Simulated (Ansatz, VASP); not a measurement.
# Two plane-wave programs on W

```
W
1.0
     0.00000    1.98856    1.98856
     1.98856    0.00000    1.98856
     1.98856    1.98856    0.00000
W
1
Direct
  0.00000 0.00000 0.00000
```

Alike in both runs: task single point; functional PBE0; k mesh 6 × 6 × 6; occupations fermi-dirac, width 0.05 eV; no spin polarisation.

|  | VASP | Ansatz |
| --- | --- | --- |
| version | VASP 6.6.1 | Ansatz 0.2.0 |
| potentials or method | VASP PAW PBE potentials, release 64 (W_sv) | Ansatz PAW |
| plane-wave cutoff (eV) | 520 | 420 |
| valence electrons in the cell | 14 | 14 |

VASP gave:

- gap on the k mesh at the Fermi level (eV): none
- pressure (GPa): 4.5

**Question.** Estimate Ansatz's values.

**Answer.** gap on the k mesh at the Fermi level (eV): none; pressure (GPa): 11.3.

A gap of «none» marks a metal or a gap that the smearing closes. With one functional, cell and mesh, what is left measures potentials, basis and numerics.

The k mesh is coarse, so the values compare programs but aren't converged. Neither program's run includes spin-orbit coupling.
